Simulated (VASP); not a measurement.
# Ti16O in VASP: a series of runs

Ti16O is run at these levels: PBE; tasks: single point.

Program: VASP 6.6.1. These are calculated values, not measurements. Logs are shortened: lines on timing, memory, paths and dates and some standing lists are left out, and cuts for length are marked.

### Step 1. The cell of the first run

The cell holds a slab with vacuum, 17 atoms: a = 5.876 Å, b = 5.876 Å, c = 22.404 Å, α = 90.00°, β = 90.00°, γ = 120.00°.

### Step 2. Single point, PBE

File INCAR:

```
PREC = Accurate
ENCUT = 520
EDIFF = 1E-7
ISMEAR = 0
SIGMA = 0.1
LREAL = Auto
LASPH = T
NELM = 100
ALGO = Normal
ISIF = 2
LWAVE = F
LCHARG = F
LDIPOL = T
IDIPOL = 3
DIPOL = 0.5 0.5 0.348
GGA = PE
NBANDS = 113
```

File KPOINTS:

```
Automatic mesh
0
Gamma
  6 6 1
```

File POSCAR:

```
Ti16O
1.0
    5.8763264167      0.0000000000      0.0000000000
   -2.9381632084      5.0890479578      0.0000000000
    0.0000000000      0.0000000000     22.4042085313
Ti O
16 1
Direct
    0.3333333333      0.1666666667      0.1785378847
    0.3333333333      0.6666666667      0.1785378847
    0.8333333333      0.1666666667      0.1785378847
    0.8333333333      0.6666666667      0.1785378847
    0.1666666667      0.3333333333      0.2823234171
    0.1666666667      0.8333333333      0.2823234171
    0.6666666667      0.3333333333      0.2823234171
    0.6666666667      0.8333333333      0.2823234171
    0.3333333333      0.1666666667      0.3901740107
    0.3333333333      0.6666666667      0.3901740107
    0.8333333333      0.1666666667      0.3901740107
    0.8333333333      0.6666666667      0.3901740107
    0.1666666667      0.3333333333      0.4867035814
    0.1666666667      0.8333333333      0.4867035814
    0.6666666667      0.3333333333      0.4867035814
    0.6666666667      0.8333333333      0.4867035814
    0.1666666667      0.3333333333      0.5623386938
```

Potentials or basis: VASP PAW PBE potentials, release 64 (Ti_sv, O).

Run with:

```sh
$ cat potpaw_PBE.64/Ti_sv/POTCAR potpaw_PBE.64/O/POTCAR > POTCAR
$ mpirun -np 1 vasp_std > vasp.out
```

OUTCAR:

```text
PREC = Accurate
   ENCUT = 520
   EDIFF = 1E-7
   ISMEAR = 0
   LREAL = Auto
   LASPH = T
   NELM = 100
   ISIF = 2
   GGA = PE

 ion  position               nearest neighbor table
   1  0.333  0.167  0.179-   5 2.88   7 2.88   6 2.88
   2  0.333  0.667  0.179-   6 2.88   8 2.88   5 2.88
   3  0.833  0.167  0.179-   7 2.88   5 2.88   8 2.88
   4  0.833  0.667  0.179-   8 2.88   6 2.88   7 2.88
   5  0.167  0.333  0.282-   1 2.88   3 2.88   2 2.88
   6  0.167  0.833  0.282-   2 2.88   4 2.88   1 2.88
   7  0.667  0.333  0.282-   3 2.88   1 2.88   4 2.88
   8  0.667  0.833  0.282-   4 2.88   2 2.88   3 2.88
   9  0.333  0.167  0.390-  13 2.75  15 2.75  14 2.75
  10  0.333  0.667  0.390-  14 2.75  16 2.75  13 2.75
  11  0.833  0.167  0.390-  15 2.75  13 2.75  16 2.75
  12  0.833  0.667  0.390-  16 2.75  14 2.75  15 2.75
  13  0.167  0.333  0.487-  17 1.69   9 2.75  11 2.75  10 2.75
  14  0.167  0.833  0.487-  10 2.75  12 2.75   9 2.75
  15  0.667  0.333  0.487-  11 2.75   9 2.75  12 2.75
  16  0.667  0.833  0.487-  12 2.75  10 2.75  11 2.75
  17  0.167  0.333  0.562-  13 1.69

  LATTYP: Found a hexagonal cell.
 ALAT       =     5.8763264167
 C/A-ratio  =     3.8126215160

  Lattice vectors:

 A1 = (   5.8763264167,   0.0000000000,   0.0000000000)
 A2 = (  -2.9381632084,   5.0890479578,   0.0000000000)
 A3 = (   0.0000000000,   0.0000000000,  22.4042085313)

Analysis of symmetry for initial positions (statically):
=====================================================================
 Subroutine PRICEL returns:
 Original cell was already a primitive cell.

 Routine SETGRP: Setting up the symmetry group for a
 hexagonal supercell.

 Subroutine GETGRP returns: Found  6 space group operations
 (whereof  2 operations were pure point group operations)
 out of a pool of 24 trial point group operations.

The static configuration has the point symmetry C_1h.
 The point group associated with its full space group is C_3v.

Analysis of symmetry for dynamics (positions and initial velocities):
=====================================================================
 Subroutine PRICEL returns:
 Original cell was already a primitive cell.

 Routine SETGRP: Setting up the symmetry group for a
 hexagonal supercell.

 Subroutine GETGRP returns: Found  6 space group operations
 (whereof  2 operations were pure point group operations)
 out of a pool of 24 trial point group operations.

The dynamic configuration has the point symmetry C_1h.
 The point group associated with its full space group is C_3v.

 Subroutine INISYM returns: Found  6 space group operations
 (whereof  2 operations are pure point group operations),
 and found     1 'primitive' translations

----------------------------------------------------------------------------------------

                                     Primitive cell

  volume of cell :     669.9958

  direct lattice vectors                    reciprocal lattice vectors
     5.876326417  0.000000000  0.000000000     0.170174345  0.098250204  0.000000000
    -2.938163208  5.089047958  0.000000000     0.000000000  0.196500408  0.000000000
     0.000000000  0.000000000 22.404208531     0.000000000  0.000000000  0.044634471

  length of vectors
     5.876326417  5.876326417 22.404208531     0.196500408  0.196500408  0.044634471

  position of ions in fractional coordinates (direct lattice)
     0.333333333  0.166666667  0.178537885
     0.333333333  0.666666667  0.178537885
     0.833333333  0.166666667  0.178537885
     0.833333333  0.666666667  0.178537885
     0.166666667  0.333333333  0.282323417
     0.166666667  0.833333333  0.282323417
[... 9 lines left out ...]
     0.666666667  0.833333333  0.486703581
     0.166666667  0.333333333  0.562338694

  ion indices of the primitive-cell ions
   primitive index   ion index
                 1           1
                 2           2
                 3           3
                 4           4
                 5           5
                 6           6
[... 9 lines left out ...]
                16          16
                17          17

----------------------------------------------------------------------------------------

 KPOINTS: Automatic mesh

Automatic generation of k-mesh.
 Grid dimensions read from file:
 generate k-points for:    6    6    1

 Generating k-lattice:

  Cartesian coordinates                     Fractional coordinates (reciprocal lattice)
     0.028362391  0.016375034  0.000000000     0.166666667 -0.000000000  0.000000000
     0.000000000  0.032750068  0.000000000     0.000000000  0.166666667  0.000000000
     0.000000000  0.000000000  0.044634471     0.000000000  0.000000000  1.000000000

  Length of vectors
     0.032750068  0.032750068  0.044634471

  Shift w.r.t. Gamma in fractional coordinates (k-lattice)
     0.000000000  0.000000000  0.000000000

 Subroutine IBZKPT returns following result:
 ===========================================

 Found      7 irreducible k-points:

 Following reciprocal coordinates:
            Coordinates               Weight
  0.000000  0.000000  0.000000      1.000000
  0.166667 -0.000000  0.000000      6.000000
  0.333333  0.000000  0.000000      6.000000
  0.500000  0.000000  0.000000      3.000000
  0.166667  0.166667  0.000000      6.000000
  0.333333  0.166667  0.000000     12.000000
  0.333333  0.333333  0.000000      2.000000
   k-points           NKPTS =      7   k-points in BZ     NKDIM =      7   number of bands    NBANDS=    113
   number of dos      NEDOS =    301   number of ions     NIONS =     17
   total plane-waves  NPLWV = 387072
   dimension x,y,z NGX =    48 NGY =   48 NGZ =  168
   dimension x,y,z NGXF=    96 NGYF=   96 NGZF=  336
   ions per type =              16   1
   NGX,Y,Z   is equivalent  to a cutoff of  13.58, 13.58, 12.47 a.u.
   NGXF,Y,Z  is equivalent  to a cutoff of  27.16, 27.16, 24.93 a.u.
 SYSTEM =  unknown system
   PREC   = accura    normal or accurate (medium, high low for compatibility)
   ISTART =      0    job   : 0-new  1-cont  2-samecut
   ICHARG =      2    charge: 1-file 2-atom 10-const
   ISPIN  =      1    spin polarized calculation?
   LNONCOLLINEAR =      F non collinear calculations
   LSORBIT =      F    spin-orbit coupling
   LASPH  =      T    aspherical Exc in radial PAW
   ENCUT  =  520.0 eV  38.22 Ry    6.18 a.u.  10.93 10.93 41.66*2*pi/ulx,y,z
   NELM   =    100;   NELMIN=  2; NELMDL= -5     # of ELM steps
   EDIFF  = 0.1E-06   stopping-criterion for ELM
   LREAL  =      T    real-space projection
   EDIFFG = 0.1E-05   stopping-criterion for IOM
   NSW    =      0    number of steps for IOM
   IBRION =     -1    ionic relax: 0-MD 1-quasi-New 2-CG
   NFREE  =      0    steps in history (QN), initial steepest desc. (CG)
   ISIF   =      2    stress and relaxation
   ISYM   =      2    0-nonsym 1-usesym 2-fastsym
   POTIM  = 0.5000    time-step for ionic-motion
   TEBEG  =    0.0;   TEEND  =   0.0 temperature during run
   PSTRESS=    0.0 pullay stress
   NELECT =     198.0000    total number of electrons
   NUPDOWN=      -1.0000    fix difference up-down
   EMIN   =  10.00;   EMAX   =-10.00  energy-range for DOS
   EFERMI =   0.00;   METHOD = LEGACY
   ISMEAR =     0;   SIGMA  =   0.10  broadening in eV -4-tet -1-fermi 0-gaus
   EFERMI_NEDOS =   21; number of points for ismear=-14 and -15
   IALGO  =     38    algorithm
   IMIX   =      4    mixing-type and parameters
     AMIX     =   0.40;   BMIX     =  1.00
     AMIX_MAG =   1.60;   BMIX_MAG =  1.00
  volume/ion in A,a.u.               =      39.41       265.96
  Fermi-wavevector in a.u.,A,eV,Ry     =   1.090450  2.060652 16.178441  1.189082
  Thomas-Fermi vector in A             =   2.226675
   LORBIT       =      0    0 simple, 1 ext, 2 COOP (PROOUT), +10 PAW based schemes
   GGA     = PE    functional components
   LHFCALC =     F    Hartree Fock is set to
   AEXX    =    0.0000 exact exchange contribution
   IVDW    =     0    specifies the selected vdW correction
   LEPSILON=     F    determine dielectric tensor
   LRPA    =     F    only Hartree local field effects (RPA)
 non-spin polarized calculation
 Gauss-broadening in eV      SIGMA  =   0.10
  energy-cutoff  :      520.00
  volume of cell :      670.00
 maximum number of plane-waves:     18070
 NGX is ok and might be reduce to    48
   NGX = 21   NGY = 21   NGZ = 83

 dipolmoment           0.000000      0.000000     -0.050323 electrons x Angstroem

 number of electron     197.9999963 magnetization

 dipolmoment           0.000000      0.000000      0.090454 electrons x Angstroem

 Free energy of the ion-electron system (eV)
  ---------------------------------------------------
  ext. energy  EPLUGINS =         0.00000000
  ---------------------------------------------------
  free energy    TOTEN  =      -126.13887165 eV

  energy without entropy =     -125.97116446  energy(sigma->0) =     -126.05501806

 E-fermi :   0.9512     XC(G=0):  -5.7318

 val. band max:        0.9423043271   @ k =   0.3333   0.1667   0.0000
 cond. band min:       0.9661728547   @ k =   0.3333   0.0000   0.0000
 fundamental gap:      0.0238685275
 Fermi energy:         0.9511631645

 k-point     1 :       0.0000    0.0000    0.0000
  band No.  band energies     occupation
      1     -56.0386      2.00000
      2     -56.0289      2.00000
      3     -55.9744      2.00000
      4     -55.9744      2.00000
      5     -55.9577      2.00000
      6     -55.9507      2.00000
[... 103 lines left out ...]
    110       1.7505      0.00000
    111       1.8080      0.00000

 k-point     2 :       0.1667   -0.0000    0.0000
  band No.  band energies     occupation
      1     -56.0345      2.00000
      2     -56.0239      2.00000
      3     -55.9781      2.00000
      4     -55.9745      2.00000
      5     -55.9603      2.00000
      6     -55.9532      2.00000
[... 562 lines left out ...]
 k-point     7 :       0.3333    0.3333    0.0000
  band No.  band energies     occupation
      1     -56.0053      2.00000
      2     -56.0048      2.00000
      3     -55.9867      2.00000
      4     -55.9794      2.00000
      5     -55.9792      2.00000
      6     -55.9755      2.00000
[... 103 lines left out ...]
    110       1.3651      0.00000
    111       1.3992      0.00000
 [bands above 111 left out]

------------------------ aborting loop because EDIFF is reached ----------------------------------------

 vacuum level on the upper side and lower side of the slab       (xc-potential included)         0.172        -0.409

  FORCE on cell =-STRESS in cart. coord.  units (eV):
  Direction    XX          YY          ZZ          XY          YZ          ZX
  --------------------------------------------------------------------------------------
  -------------------------------------------------------------------------------------
  Total       -3.1729285     -3.1729285     -3.6036715      0.0000000      0.0000000     -0.0000000
  in kB       -7.5875018     -7.5875018     -8.6175482      0.0000000      0.0000000     -0.0000000
  external PRESSURE =      -7.9308506 kB  Pullay stress =       0.0000000 kB

 VOLUME and BASIS-vectors are now :
 -----------------------------------------------------------------------------
  energy-cutoff  :      520.00
  volume of cell :      670.00
      direct lattice vectors                 reciprocal lattice vectors
     5.876326417  0.000000000  0.000000000     0.170174345  0.098250204  0.000000000
    -2.938163208  5.089047958  0.000000000     0.000000000  0.196500408  0.000000000
     0.000000000  0.000000000 22.404208531     0.000000000  0.000000000  0.044634471

 POSITION                                       TOTAL-FORCE (eV/Angst)
 -----------------------------------------------------------------------------------
      1.46908      0.84817      4.00000        -0.006795      0.003923      0.622137
     -0.00000      3.39270      4.00000         0.000000     -0.007846      0.622137
      4.40724      0.84817      4.00000         0.006795      0.003923      0.622137
      2.93816      3.39270      4.00000         0.000000     -0.000000      0.616812
      0.00000      1.69635      6.32523         0.000000      0.000000     -0.407847
     -1.46908      4.24087      6.32523        -0.037296     -0.021533     -0.613856
[... 9 lines left out ...]
      1.46908      4.24087     10.90421        -0.107143      0.061859      0.048797
      0.00000      1.69635     12.59875         0.000000      0.000000      0.200273
 -----------------------------------------------------------------------------------
    total drift:                                0.000005     -0.000003     -0.133960

  FREE ENERGIE OF THE ION-ELECTRON SYSTEM (eV)
  ---------------------------------------------------
  free  energy   TOTEN  =      -126.1388716515 eV

  energy  without entropy=     -125.9711644622  energy(sigma->0) =     -126.05501806

 vacuum level on the upper side and lower side of the slab         5.846         5.260
```

It took 45 min on 1 thread of Intel Xeon Platinum 8488C (Sapphire Rapids), shared host; peak memory 0.91 GiB.

What came out:

| Quantity | Value |
| --- | --- |
| Free energy | -126.1389 eV |
| Largest force | 0.639 eV/Å |
| Band gap on the k mesh | zero (bands 99 and 100 overlap by 0.74 eV) |

Forces in eV/Å, atoms in the order of the input:
```
Ti  -0.007  0.004  0.622
Ti   0.000 -0.008  0.622
Ti   0.007  0.004  0.622
Ti   0.000  0.000  0.617
Ti   0.000  0.000 -0.408
Ti  -0.037 -0.022 -0.614
Ti   0.000  0.043 -0.614
Ti   0.037 -0.022 -0.614
Ti   0.387 -0.224 -0.457
Ti   0.000  0.447 -0.457
Ti  -0.387 -0.224 -0.457
Ti   0.000  0.000  0.192
Ti   0.000  0.000  0.598
Ti   0.107  0.062  0.049
Ti   0.000 -0.124  0.049
Ti  -0.107  0.062  0.049
O    0.000  0.000  0.200
```

### Step 3. Single point, PBE

File INCAR:

```
SYSTEM = Ti16O
PREC     = Accurate       ! precision mode
ENCUT    = 520            ! plane-wave cutoff, eV
EDIFF    = 1E-7           ! SCF threshold, eV
ISMEAR   = 0              ! smearing method
SIGMA    = 0.1            ! smearing width, eV
LREAL    = Auto         
LASPH    = .True.         ! aspherical terms in the spheres
NELM     = 60             ! most SCF steps
ALGO     = Normal         ! electronic algorithm
ISIF     = 2              ! what is computed and relaxed
LWAVE    = .False.        ! write WAVECAR
LCHARG   = .False.        ! write CHGCAR
LDIPOL   = .True.       
IDIPOL   = 3            
DIPOL    = 0.5 0.5 0.346
GGA      = PE             ! functional
NBANDS   = 113            ! bands
```

File KPOINTS:

```
Automatic mesh
0
Gamma
  6 6 1
  0 0 0
```

Changes to POSCAR since step 2:

```diff
@@ -24,2 +24,2 @@
     0.6666666667      0.8333333333      0.4867035814
-    0.1666666667      0.3333333333      0.5623386938
+    0.3333333333      0.6666666667      0.5305878524
```

Potentials or basis: VASP PAW PBE potentials, release 64 (Ti_sv, O).

Run with:

```sh
$ cat potpaw_PBE.64/Ti_sv/POTCAR potpaw_PBE.64/O/POTCAR > POTCAR
$ mpirun -np 1 vasp_std > vasp.out
```

It took 40 min on 1 thread of Intel Xeon Platinum 8488C (Sapphire Rapids), shared host; peak memory 0.92 GiB.

It converged, with:

- Free energy: -128.2300 eV
- Largest force: 0.966 eV/Å
- Band gap on the k mesh: zero (bands 99 and 100 overlap by 0.78 eV)

Forces on the atoms (eV/Å):
```
Ti   0.008  0.005  0.621
Ti   0.000  0.000  0.655
Ti  -0.008  0.005  0.621
Ti   0.000 -0.010  0.621
Ti   0.000  0.079 -0.556
Ti   0.068 -0.039 -0.556
Ti   0.000  0.000 -0.657
Ti  -0.068 -0.039 -0.556
Ti   0.005  0.003 -0.172
Ti   0.000  0.000 -0.966
Ti  -0.005  0.003 -0.172
Ti   0.000 -0.006 -0.172
Ti   0.000  0.110  0.629
Ti   0.095 -0.055  0.629
Ti   0.000  0.000 -0.678
Ti  -0.095 -0.055  0.629
O    0.000  0.000  0.083
```

Levels at points of the mesh, in eV from the Fermi level:
```tsv
k point	band 95	band 96	band 97	band 98	band 99	band 100	band 101	band 102
(0.00, 0.00, 0.00)	0.12	0.12	0.21	0.23	0.46	0.49	0.49	0.61
(0.50, 0.00, 0.00)	-0.52	-0.44	-0.32	-0.28	-0.20	-0.11	-0.08	0.00
```

The gap in the log of VASP goes by the Fermi energy; the results here count the filled bands.